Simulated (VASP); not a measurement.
A run of VASP 6.6.1 is set up as follows.

Contents of INCAR:

```
PREC = Accurate
ENCUT = 500
EDIFF = 1E-7
ISMEAR = 0
SIGMA = 0.01
LREAL = F
LASPH = T
NELM = 120
ALGO = Normal
ISIF = 3
LWAVE = F
LCHARG = F
GGA = PS
IBRION = 2
NSW = 100
EDIFFG = -0.002
PSTRESS = 40.0
GGA_COMPAT = F
NELMIN = 4
```

KPOINTS

```
Automatic mesh
0
Gamma
  8 8 8
```

Contents of POSCAR:

```
CaS
1.0
    0.0000000000      2.8171705071      2.8171705071
    2.8171705071      0.0000000000      2.8171705071
    2.8171705071      2.8171705071      0.0000000000
Ca S
1 1
Direct
    0.0000000000      0.0000000000      0.0000000000
    0.5000000000      0.5000000000      0.5000000000
```

Potentials or basis: VASP PAW PBE potentials, release 64 (Ca_sv, S).

Launch:

```bash
$ cat potpaw_PBE.64/Ca_sv/POTCAR potpaw_PBE.64/S/POTCAR > POTCAR
$ mpirun -np 1 vasp_std > vasp.out
```

Question: Estimate the band gap on the k mesh.

Answer: 2.00 eV, indirect (least direct gap 2.88 eV).

Question: What does it give for the relaxed volume?

Answer: 21.16 Å³/atom.

Step by step:
```
step  energy change (eV)  largest force (eV/Å)  pressure (GPa)  volume (Å³)
   1              0.0000                0.0000            0.15        44.72
   2              0.0603                0.0000            5.93        41.33
   3              0.0297                0.0000            4.00        42.32
```

Caveat: the cell is relaxed towards a set pressure, so the enthalpy falls and the energy may rise; the PAW data sets were made with another functional, which shifts forces and pressure a little. Expect the measured gap to be larger: semilocal functionals such as PBEsol lack the derivative discontinuity.
